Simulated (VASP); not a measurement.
# Zn (I4/mmm) in VASP: a series of runs

Runs on Zn. Level: PBE. Tasks: single point.

Everything below comes from runs of VASP 6.6.1. Logs are shortened: lines on timing, memory, paths and dates and some standing lists are left out, and cuts for length are marked.

### 1 The cell of the first run

It takes space group I4/mmm (No. 139, tetragonal). The conventional cell has a = 2.640 Å, b = 2.640 Å, c = 4.126 Å, α = 90.00°, β = 90.00°, γ = 90.00°. Within 3.5 Å of Zn (site symmetry 4/mmm) lie 12 Zn at 2.64 to 2.78 Å.

### 2 Single point, PBE (strain -0.050 along x and y, +0.050 along z)

Contents of INCAR:

```
SYSTEM = Zn
PREC = Accurate
ENCUT = 520
EDIFF = 1E-7
ISMEAR = 0
SIGMA = 0.15
LREAL = .False.
LASPH = .True.
NELM = 100
ALGO = Fast
ISIF = 2
LWAVE = .False.
LCHARG = .False.
GGA = PE
NBANDS = 12
```

Contents of KPOINTS:

```
regular mesh
0
Gamma
  20 20 20
  0 0 0
```

Contents of POSCAR:

```
Zn
1.0
    0.0000000000      1.8665372000      2.0630148000
    1.8665372000      0.0000000000      2.0630148000
    1.8665372000      1.8665372000      0.0000000000
Zn
1
Direct
    0.0000000000      0.0000000000      0.0000000000
```

Potentials or basis: VASP PAW PBE potentials, release 64 (Zn).

The run is started by

```
$ cat potpaw_PBE.64/Zn/POTCAR > POTCAR
$ mpirun -np 1 vasp_std > vasp.out
```

OUTCAR:

```text
SYSTEM = Zn
   PREC = Accurate
   ENCUT = 520
   EDIFF = 1E-7
   ISMEAR = 0
   LREAL = .False.
   LASPH = .True.
   NELM = 100
   ISIF = 2
   GGA = PE

 ion  position               nearest neighbor table
   1  0.000  0.000  0.000-

  LATTYP: Found a body centered tetragonal cell.
 ALAT       =     2.6396822229
 C/A-ratio  =     1.5630781479

  Lattice vectors:

 A1 = (  -1.8665372000,   0.0000000000,   2.0630148000)
 A2 = (   1.8665372000,   0.0000000000,   2.0630148000)
 A3 = (   0.0000000000,   1.8665372000,  -2.0630148000)

Analysis of symmetry for initial positions (statically):
=====================================================================
 Subroutine PRICEL returns:
 Original cell was already a primitive cell.

 Routine SETGRP: Setting up the symmetry group for a
 body centered tetragonal supercell.

 Subroutine GETGRP returns: Found 16 space group operations
 (whereof 16 operations were pure point group operations)
 out of a pool of 16 trial point group operations.

The static configuration has the point symmetry D_4h.

Analysis of symmetry for dynamics (positions and initial velocities):
=====================================================================
 Subroutine PRICEL returns:
 Original cell was already a primitive cell.

 Routine SETGRP: Setting up the symmetry group for a
 body centered tetragonal supercell.

 Subroutine GETGRP returns: Found 16 space group operations
 (whereof 16 operations were pure point group operations)
 out of a pool of 16 trial point group operations.

The dynamic configuration has the point symmetry D_4h.

 Subroutine INISYM returns: Found 16 space group operations
 (whereof 16 operations are pure point group operations),
 and found     1 'primitive' translations

----------------------------------------------------------------------------------------

                                     Primitive cell

  volume of cell :      14.3749

  direct lattice vectors                    reciprocal lattice vectors
     0.000000000  1.866537200  2.063014800    -0.267875722  0.267875722  0.242363748
     1.866537200  0.000000000  2.063014800     0.267875722 -0.267875722  0.242363748
     1.866537200  1.866537200  0.000000000     0.267875722  0.267875722 -0.242363748

  length of vectors
     2.782083964  2.782083964  2.639682223     0.449727686  0.449727686  0.449727686

  position of ions in fractional coordinates (direct lattice)
     0.000000000  0.000000000  0.000000000

[... 84 lines left out ...]
   TEBEG  =    0.0;   TEEND  =   0.0 temperature during run
   PSTRESS=    0.0 pullay stress
   NELECT =      12.0000    total number of electrons
   NUPDOWN=      -1.0000    fix difference up-down
   EMIN   =  10.00;   EMAX   =-10.00  energy-range for DOS
   EFERMI =   0.00;   METHOD = LEGACY
   ISMEAR =     0;   SIGMA  =   0.15  broadening in eV -4-tet -1-fermi 0-gaus
   EFERMI_NEDOS =   21; number of points for ismear=-14 and -15
   IALGO  =     68    algorithm
   IMIX   =      4    mixing-type and parameters
     AMIX     =   0.40;   BMIX     =  1.00
     AMIX_MAG =   1.60;   BMIX_MAG =  1.00
  volume/ion in A,a.u.               =      14.37        97.01
  Fermi-wavevector in a.u.,A,eV,Ry     =   1.541464  2.912944 32.328953  2.376111
  Thomas-Fermi vector in A             =   2.647406
   LORBIT       =      0    0 simple, 1 ext, 2 COOP (PROOUT), +10 PAW based schemes
   GGA     = PE    functional components
   LHFCALC =     F    Hartree Fock is set to
   AEXX    =    0.0000 exact exchange contribution
   IVDW    =     0    specifies the selected vdW correction
   LEPSILON=     F    determine dielectric tensor
   LRPA    =     F    only Hartree local field effects (RPA)
 non-spin polarized calculation
 RMM-DIIS sequential band-by-band and
 Gauss-broadening in eV      SIGMA  =   0.15
  energy-cutoff  :      520.00
  volume of cell :       14.37
 maximum number of plane-waves:       402
 NGX is ok and might be reduce to    24
   NGX = 11   NGY = 11   NGZ =  9

 number of electron      12.0000004 magnetization

 Free energy of the ion-electron system (eV)
  ---------------------------------------------------
  ext. energy  EPLUGINS =         0.00000000
  ---------------------------------------------------
  free energy    TOTEN  =        -1.04969892 eV

  energy without entropy =       -1.04632882  energy(sigma->0) =       -1.04801387

 E-fermi :   3.5217     XC(G=0): -11.8610

 val. band max:        3.5096032205   @ k =  -0.4000   0.0500   0.3500
 cond. band min:       3.5416861501   @ k =  -0.3500   0.1500   0.3000
 fundamental gap:      0.0320829296
 Fermi energy:         3.5216760517

 k-point     1 :       0.0000    0.0000    0.0000
  band No.  band energies     occupation
      1      -7.3158      2.00000
      2      -4.4921      2.00000
      3      -4.1834      2.00000
      4      -4.1834      2.00000
      5      -4.0203      2.00000
      6      -3.7513      2.00000
      7      22.5086      0.00000
      8      22.5087      0.00000
      9      22.8326      0.00000
     10      22.9472      0.00000
     11      25.2628      0.00000
     12      25.3931      0.00000
[... 331 lines left out ...]
 k-point    24 :      -0.3500    0.0500    0.0000
  band No.  band energies     occupation
      1      -5.0864      2.00000
      2      -4.3931      2.00000
      3      -4.1307      2.00000
      4      -3.7059      2.00000
      5      -3.6773      2.00000
      6      -2.2611      2.00000
      7       6.0853      0.00000
      8      16.2160      0.00000
      9      21.6147      0.00000
     10      22.7432      0.00000
     11      23.3783      0.00000
     12      24.8436      0.00000

 [... further k-points ...]

------------------------ aborting loop because EDIFF is reached ----------------------------------------

  FORCE on cell =-STRESS in cart. coord.  units (eV):
  Direction    XX          YY          ZZ          XY          YZ          ZX
  --------------------------------------------------------------------------------------
  -------------------------------------------------------------------------------------
  Total        0.7450530      0.7450530     -0.1003513      0.0000000      0.0000000      0.0000000
  in kB       83.0409135     83.0409135    -11.1847942      0.0000000      0.0000000      0.0000000
  external PRESSURE =      51.6323443 kB  Pullay stress =       0.0000000 kB

 VOLUME and BASIS-vectors are now :
 -----------------------------------------------------------------------------
  energy-cutoff  :      520.00
  volume of cell :       14.37
      direct lattice vectors                 reciprocal lattice vectors
     0.000000000  1.866537200  2.063014800    -0.267875722  0.267875722  0.242363748
     1.866537200  0.000000000  2.063014800     0.267875722 -0.267875722  0.242363748
     1.866537200  1.866537200  0.000000000     0.267875722  0.267875722 -0.242363748

 POSITION                                       TOTAL-FORCE (eV/Angst)
 -----------------------------------------------------------------------------------
      0.00000      0.00000      0.00000        -0.000000      0.000000      0.000000
 -----------------------------------------------------------------------------------
    total drift:                                0.000000      0.000000      0.000000

  FREE ENERGIE OF THE ION-ELECTRON SYSTEM (eV)
  ---------------------------------------------------
  free  energy   TOTEN  =        -1.0496989182 eV

  energy  without entropy=       -1.0463288228  energy(sigma->0) =       -1.04801387
```

OSZICAR:

```text
N       E                     dE             d eps       ncg     rms          rms(c)
DAV:   1     0.419730554764E+02    0.41973E+02   -0.65607E+03 15868   0.160E+03
DAV:   2     0.268873747377E-01   -0.41946E+02   -0.39582E+02 16004   0.215E+02
DAV:   3    -0.116074512550E+01   -0.11876E+01   -0.11857E+01 17816   0.361E+01
DAV:   4    -0.116320609783E+01   -0.24610E-02   -0.24609E-02 17088   0.159E+00
DAV:   5    -0.116320782410E+01   -0.17263E-05   -0.17266E-05 17632   0.411E-02    0.319E+00
RMM:   6    -0.105775549682E+01    0.10545E+00   -0.25087E-01 18815   0.676E+00    0.242E+00
RMM:   7    -0.105262497000E+01    0.51305E-02   -0.78970E-03 19497   0.134E+00    0.118E+00
RMM:   8    -0.104972416104E+01    0.29008E-02   -0.17983E-03 18105   0.426E-01    0.587E-02
RMM:   9    -0.104971709391E+01    0.70671E-05   -0.46607E-04 19974   0.338E-01    0.696E-02
RMM:  10    -0.104969831657E+01    0.18777E-04   -0.57806E-05 19810   0.934E-02    0.681E-03
RMM:  11    -0.104969888544E+01   -0.56887E-06   -0.36117E-06 19687   0.232E-02    0.144E-03
RMM:  12    -0.104969891820E+01   -0.32767E-07   -0.11064E-07 13367   0.374E-03
   1 F= -.10496989E+01 E0= -.10480139E+01  d E =-.337010E-02
```

stdout:

```text
POSCAR found type information on POSCAR Zn
 POSCAR found :  1 types and       1 ions
 scaLAPACK will be used
 LDA part: xc-table for (Slater+PW92), standard interpolation
 POSCAR, INCAR and KPOINTS ok, starting setup
 FFT: planning ... GRIDC
 FFT: planning ... GRID_SOFT
 FFT: planning ... GRID
 WAVECAR not read
 entering main loop
WARNING in EDDRMM: call to ZHEGV failed, returncode =   6  3     12
WARNING in EDDRMM: call to ZHEGV failed, returncode =   6  3     11
WARNING in EDDRMM: call to ZHEGV failed, returncode =   6  3      9
WARNING in EDDRMM: call to ZHEGV failed, returncode =   8  4     11
WARNING in EDDRMM: call to ZHEGV failed, returncode =   8  4     11
WARNING in EDDRMM: call to ZHEGV failed, returncode =   6  3      9
WARNING in EDDRMM: call to ZHEGV failed, returncode =   6  3     11
WARNING in EDDRMM: call to ZHEGV failed, returncode =   6  3      7
WARNING in EDDRMM: call to ZHEGV failed, returncode =   6  3     10
WARNING in EDDRMM: call to ZHEGV failed, returncode =   6  3     10
WARNING in EDDRMM: call to ZHEGV failed, returncode =   6  3     10
WARNING in EDDRMM: call to ZHEGV failed, returncode =   8  4     11
WARNING in EDDRMM: call to ZHEGV failed, returncode =   6  3     10
```

Run time: 81 s. Hardware: 1 thread of Intel Xeon 8259CL, shared host; peak memory 0.22 GiB.

Results:

* Free energy: -1.0497 eV
* Pressure: 5.2 GPa
* Band gap on the k mesh: zero (bands 6 and 7 overlap by 3.67 eV)

Levels at points of the mesh, in eV from the Fermi level:
| k point | band 3 | band 4 | band 5 | band 6 | band 7 | band 8 | band 9 | band 10 |
| --- | --- | --- | --- | --- | --- | --- | --- | --- |
| (0.00, 0.00, 0.00) | -7.71 | -7.71 | -7.54 | -7.27 | 18.99 | 18.99 | 19.31 | 19.43 |
| (0.50, 0.00, 0.00) | -7.70 | -7.13 | -7.04 | -3.15 | -1.29 | 13.74 | 17.40 | 17.72 |
| (0.50, 0.50, 0.00) | -7.09 | -7.02 | -7.02 | -2.21 | 0.28 | 10.11 | 10.11 | 13.62 |
| (0.50, 0.00, 0.50) | -7.11 | -7.10 | -6.91 | -0.58 | 2.76 | 7.78 | 8.37 | 11.92 |

Caveat: the cell differs from its parent crystal (strain -0.050 along x and y, +0.050 along z); the cell stands under pressure.

### 3 Single point, PBE (strain +0.000 along x and y, -0.050 along z)

Contents of INCAR:

```
SYSTEM = Zn
PREC = Accurate ; ENCUT = 520
EDIFF = 1E-7 ; ISMEAR = 0
SIGMA = 0.15 ; LREAL = .FALSE.
LASPH = .TRUE. ; NELM = 60
ALGO = Normal ; ISIF = 2
LWAVE = .FALSE. ; LCHARG = .FALSE.
GGA = PE ; NBANDS = 12
```

Contents of KPOINTS:

```
Automatic mesh
0
G
  20 20 20
  0 0 0
```

Contents of POSCAR:

```
Zn
1.0
    0.0000000000      1.9647760000      1.8665372000
    1.9647760000      0.0000000000      1.8665372000
    1.9647760000      1.9647760000      0.0000000000
Zn
1
Direct
    0.0000000000      0.0000000000      0.0000000000
```

Potentials or basis: VASP PAW PBE potentials, release 64 (Zn).

The run is started by

```
$ cat potpaw_PBE.64/Zn/POTCAR > POTCAR
$ mpirun -np 1 vasp_std > vasp.out
```

It took 85 s on 1 thread of Intel Xeon 8259CL, shared host; peak memory 0.22 GiB.

The run converged. Its results:

| Quantity | Value |
| --- | --- |
| Free energy | -1.0718 eV |
| Pressure | 4.6 GPa |
| Band gap on the k mesh | zero (bands 6 and 7 overlap by 3.53 eV) |

Stress tensor (GPa, compression positive):
```
3.67 0.00 0.00
0.00 3.67 0.00
0.00 0.00 6.35
```

Levels at points of the mesh, in eV from the Fermi level:
```csv
k point,band 3,band 4,band 5,band 6,band 7,band 8,band 9,band 10
"(0.00, 0.00, 0.00)",-7.83,-7.69,-7.43,-7.31,18.90,19.05,19.05,19.30
"(0.50, 0.00, 0.00)",-7.73,-7.09,-7.03,-3.14,-1.31,15.12,16.05,18.36
"(0.50, 0.50, 0.00)",-7.07,-6.97,-6.97,-0.54,2.78,7.97,7.97,11.81
"(0.50, 0.00, 0.50)",-7.08,-7.02,-6.94,-1.44,1.47,8.92,9.19,12.72
```

Caveat: the cell differs from its parent crystal (strain +0.000 along x and y, -0.050 along z); the cell stands under pressure.

### 4 Single point, PBE (strain +0.025 along x and y, -0.050 along z)

Contents of INCAR:

```
ALGO = Fast
EDIFF = 1E-7
ENCUT = 520
GGA = PE
ISIF = 2
ISMEAR = 0
LASPH = True
LCHARG = True
LELF = True
LREAL = False
LVHAR = True
LWAVE = False
NBANDS = 12
NELM = 80
PREC = Accurate
SIGMA = 0.15
```

Contents of KPOINTS:

```
k-points
0
Gamma
  20 20 20
```

Contents of POSCAR:

```
Zn
1.0
    0.0000000000      2.0138954000      1.8665372000
    2.0138954000      0.0000000000      1.8665372000
    2.0138954000      2.0138954000      0.0000000000
Zn
1
Direct
    0.0000000000      0.0000000000      0.0000000000
```

The run is started by

```
$ cat potpaw_PBE.64/Zn/POTCAR > POTCAR
$ mpirun -np 1 vasp_std > vasp.out
```

It took 1.9 min on 1 thread of Intel Xeon 8259CL, shared host; peak memory 0.22 GiB.

It converged, with:

- Free energy: -1.0788 eV
- Pressure: 0.6 GPa
- Band gap on the k mesh: zero (bands 6 and 7 overlap by 3.56 eV)

Stress tensor (GPa, compression positive):
```
-0.29  0.00  0.00
 0.00 -0.29  0.00
 0.00  0.00  2.37
```

Levels at points of the mesh, in eV from the Fermi level:
```csv
k point,band 3,band 4,band 5,band 6,band 7,band 8,band 9,band 10
"(0.00, 0.00, 0.00)",-7.68,-7.50,-7.33,-7.17,18.21,18.44,18.44,19.01
"(0.50, 0.00, 0.00)",-7.54,-7.00,-6.92,-2.89,-1.35,14.27,15.42,18.08
"(0.50, 0.50, 0.00)",-6.97,-6.88,-6.88,-0.10,3.02,7.45,7.45,11.27
"(0.50, 0.00, 0.50)",-6.98,-6.95,-6.84,-1.40,1.13,8.82,9.22,12.59
```

Caveat: the cell differs from its parent crystal (strain +0.025 along x and y, -0.050 along z).

### 5 Single point, PBE (strain +0.050 along x and y, -0.050 along z)

Contents of INCAR:

```
PREC = Accurate
ENCUT = 520
EDIFF = 1E-6
ISMEAR = 0
SIGMA = 0.15
LREAL = False
LASPH = True
NELM = 60
ALGO = Normal
ISIF = 2
LWAVE = False
LCHARG = True
GGA = PE
LELF = True
LVHAR = True
NBANDS = 12
```

Contents of KPOINTS:

```
regular mesh
0
Gamma
  20 20 20
```

Contents of POSCAR:

```
Zn
1.0
    0.0000000000      2.0630148000      1.8665372000
    2.0630148000      0.0000000000      1.8665372000
    2.0630148000      2.0630148000      0.0000000000
Zn
1
Direct
    0.0000000000      0.0000000000      0.0000000000
```

The run is started by

```
$ cat potpaw_PBE.64/Zn/POTCAR > POTCAR
$ mpirun -np 1 vasp_std > vasp.out
```

It took 100 s on 1 thread of Intel Xeon 8259CL, shared host; peak memory 0.24 GiB.

The run converged. Its results:

- Free energy: -1.0707 eV
- Pressure: -2.3 GPa
- Band gap on the k mesh: zero (bands 6 and 7 overlap by 3.61 eV)

Stress tensor (GPa, compression positive):
```
-3.10  0.00  0.00
 0.00 -3.10  0.00
 0.00  0.00 -0.79
```

Levels at points of the mesh, in eV from the Fermi level:
| k point | band 4 | band 5 | band 6 | band 7 | band 8 | band 9 |
| --- | --- | --- | --- | --- | --- | --- |
| (0.00, 0.00, 0.00) | -7.35 | -7.26 | -7.07 | 17.54 | 17.84 | 17.84 |
| (0.50, 0.00, 0.00) | -6.94 | -6.84 | -2.68 | -1.41 | 13.47 | 14.79 |
| (0.50, 0.50, 0.00) | -6.82 | -6.82 | 0.29 | 3.21 | 6.96 | 6.96 |
| (0.50, 0.00, 0.50) | -6.90 | -6.78 | -1.37 | 0.80 | 8.70 | 9.23 |

Caveat: the cell differs from its parent crystal (strain +0.050 along x and y, -0.050 along z).

### 6 Overview

```tsv
cell	gap on the mesh (eV)	pressure (GPa)
a = 2.782, b = 2.782, c = 2.640 Å, angles 61.7, 61.7, 56.6°, 1 atom	none	5.2
a = 2.710, b = 2.710, c = 2.779 Å, angles 59.2, 59.2, 61.7°, 1 atom	none	4.6
a = 2.746, b = 2.746, c = 2.848 Å, angles 58.8, 58.8, 62.5°, 1 atom	none	0.6
a = 2.782, b = 2.782, c = 2.918 Å, angles 58.4, 58.4, 63.2°, 1 atom	none	-2.3
```

Alike in all rows: task single point; level PBE; potentials or basis VASP PAW PBE potentials, release 64 (Zn); no spin polarisation; k mesh 20 × 20 × 20; cutoff (eV) 520; smearing gaussian 0.15 eV.

Caveats: the cell stands under pressure (at least some runs).

Absolute energies hang on the potentials; compare differences alone.
